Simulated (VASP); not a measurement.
Input of a VASP 6.6.1 run:

The input INCAR:

```
PREC     = Accurate       # precision mode
ENCUT    = 520            # plane-wave cutoff, eV
EDIFF    = 1E-6           # SCF threshold, eV
ISMEAR   = 1              # smearing method
SIGMA    = 0.02           # smearing width, eV
LREAL    = F              # projectors in reciprocal space
LASPH    = T              # aspherical terms in the spheres
NELM     = 60             # most SCF steps
ALGO     = Normal         # electronic algorithm
ISIF     = 2              # what is computed and relaxed
LWAVE    = F              # write WAVECAR
LCHARG   = T              # write CHGCAR
LELF     = T              # ELF
LVHAR    = T            
NBANDS   = 16             # bands
```

The input KPOINTS:

```
regular mesh
0
Gamma
  11 11 7
```

POSCAR

```
Te
1.0
    4.3526716874      0.0000000000      0.0000000000
   -2.1763358437      3.7695242557      0.0000000000
    0.0000000000      0.0000000000      5.7892292493
Te
3
Direct
    0.2853265952      0.0000000000      0.3333333333
    0.0000000000      0.2853265952      0.6666666667
    0.7146734048      0.7146734048      0.0000000000
```

Potentials or basis: VASP PAW LDA potentials, release 64 (Te).

Run with:

```sh
$ cat potpaw_LDA.64/Te/POTCAR > POTCAR
$ mpirun -np 1 vasp_std > vasp.out
```

Problem. What does it give for the pressure?

Solution. 0.1 GPa.

Problem. Predict the band gap on the k mesh.

Solution. 0.17 eV (least direct gap 0.54 eV).

Problem. Predict the largest force.

Solution. 0.026 eV/Å.

Forces on the atoms (eV/Å):
```
Te   0.026  0.000  0.000
Te  -0.013  0.022  0.000
Te  -0.013 -0.022  0.000
```

Caveat: spin-orbit coupling is left out, which moves the levels of the heavy elements; an odd mesh through Γ misses points on the zone boundary, where band edges can lie.
